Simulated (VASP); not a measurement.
Input of a VASP 6.6.1 run:

The input INCAR:

```
SYSTEM = BiTe
PREC     = Accurate       ! precision mode
ENCUT    = 520            ! plane-wave cutoff, eV
EDIFF    = 1E-6           ! SCF threshold, eV
ISMEAR   = 0              ! smearing method
SIGMA    = 0.15           ! smearing width, eV
LREAL    = .FALSE.        ! projectors in reciprocal space
LASPH    = .TRUE.         ! aspherical terms in the spheres
NELM     = 80             ! most SCF steps
ALGO     = Normal         ! electronic algorithm
ISIF     = 2              ! what is computed and relaxed
LWAVE    = .FALSE.        ! write WAVECAR
LCHARG   = .FALSE.        ! write CHGCAR
GGA      = PS             ! functional
NBANDS   = 18             ! bands
```

Contents of KPOINTS:

```
Automatic mesh
0
G
  14 14 14
  0 0 0
```

Contents of POSCAR:

```
BiTe
1.0
    0.0000000000      3.3320500000      3.1379500000
    3.3320500000      0.0000000000      3.1379500000
    3.3320500000      3.3320500000      0.0000000000
Bi Te
1 1
Direct
    0.0000000000      0.0000000000      0.0000000000
    0.5000000000      0.5000000000      0.5000000000
```

Potentials or basis: VASP PAW PBE potentials, release 64 (Bi_d, Te).

Run with:

```bash
$ cat potpaw_PBE.64/Bi_d/POTCAR potpaw_PBE.64/Te/POTCAR > POTCAR
$ mpirun -np 1 vasp_std > vasp.out
```

Estimate the pressure.

-2.6 GPa.

What does it give for the band gap on the k mesh?

Zero (an odd number of electrons rules out a gap without spin polarisation).

Stress tensor (GPa, compression positive):
```
-4.19  0.00  0.00
 0.00 -4.19  0.00
 0.00  0.00  0.45
```

Caveat: the cell differs from its parent crystal (strain +0.030 along x and y, -0.030 along z); the PAW data sets were made with another functional, which shifts forces and pressure a little; spin-orbit coupling is left out, which moves the levels of the heavy elements.
